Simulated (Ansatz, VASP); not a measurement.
## AlNi in VASP and in Ansatz

```xyz
2
Lattice="2.8810 0.0000 0.0000 0.0000 2.8810 0.0000 0.0000 0.0000 2.8810" Properties=species:S:1:pos:R:3 pbc="T T T"
Ni    1.4405    1.4405    1.4405
Al    0.0000    0.0000    0.0000
```

Alike in both runs: task single point; functional PBE; k mesh 9 × 9 × 9; occupations gaussian, width 0.027 eV; collinear spin.

```csv
,VASP,Ansatz
version,VASP 6.6.1,Ansatz 0.2.0
potentials or method,"VASP PAW PBE potentials, release 64 (Ni, Al)",Ansatz PAW
plane-wave cutoff (eV),520,420
valence electrons in the cell,13,21
```

|  | VASP | Ansatz | Ansatz less VASP |
| --- | --- | --- | --- |
| gap on the k mesh at the Fermi level (eV) | none | none | - |
| pressure (GPa) | 1.9 | 1.9 | 0.00 |
| net moment per atom (μB) | 0.00 | 0.00 | 0.000 |

A gap of «none» marks a metal or a gap that the smearing closes. VASP's potentials hold 13 valence electrons a cell and Ansatz's 21, so a difference there can come from the potentials and not from the codes.
